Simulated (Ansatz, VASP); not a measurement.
HgTe in VASP and in Ansatz

INCAR

```
PREC = Accurate
ENCUT = 520
EDIFF = 1E-8
ISMEAR = -1
SIGMA = 0.03
LREAL = F
LASPH = T
NELM = 80
ALGO = Normal
ISIF = 2
LWAVE = F
LCHARG = F
GGA = PE
LEFG = T
NBANDS = 16
```

Contents of KPOINTS:

```
Automatic mesh
0
Gamma
  11 11 11
```

The input POSCAR:

```
HgTe
1.0
    0.0000000000      3.2235000000      3.2879700000
    3.2235000000      0.0000000000      3.2879700000
    3.2235000000      3.2235000000      0.0000000000
Hg Te
1 1
Direct
    0.0000000000      0.0000000000      0.0000000000
    0.7500000000      0.7500000000      0.7500000000
```

Input for Ansatz:

```yaml
crystal:
  lattice:
    - [0.0, 3.2235, 3.28797]
    - [3.2235, 0.0, 3.28797]
    - [3.2235, 3.2235, 0.0]
  atoms:
    - { symbol: Hg, position: [0.0, 0.0, 0.0] }
    - { symbol: Te, position: [0.75, 0.75, 0.75] }
kpoints:
  mp_grid: { grid: [11, 11, 11] }
scf:
  occupations: { method: fermi_dirac, width: 0.03 }
hamiltonian:
  xc: pbe
  pseudopotentials: { kind: all_electron, datasets: crystal }
output:
  forces: true
  stress: true
  eigenvalues: true
  efg: { contact_densities: true }
```

Change from the starting cell: zz strain of +2 %, crystal datasets.

Alike in both runs: task electric field gradients; functional PBE; k mesh 11 × 11 × 11; occupations fermi-dirac, width 0.03 eV; no spin polarisation.

|  | VASP | Ansatz |
| --- | --- | --- |
| version | VASP 6.6.1 | Ansatz 0.2.0 |
| potentials or method | VASP PAW PBE potentials, release 64 (Hg, Te), cutoff 520 eV | all-electron PAW with datasets made for the crystal, scalar-relativistic |

|  | VASP | Ansatz | Ansatz less VASP |
| --- | --- | --- | --- |
| pressure (GPa) | 3.1 | 3.0 | -0.07 |
| traceless stress, the component that is largest in VASP (GPa) | -0.17 | -0.17 | 0.000 |
| size of Vzz on the site where it differs most (V/Å²) | 12.5 | 10.8 | -1.75 |

Ansatz ran all-electron here, and VASP with PAW potentials.

Spin-orbit coupling is off throughout.
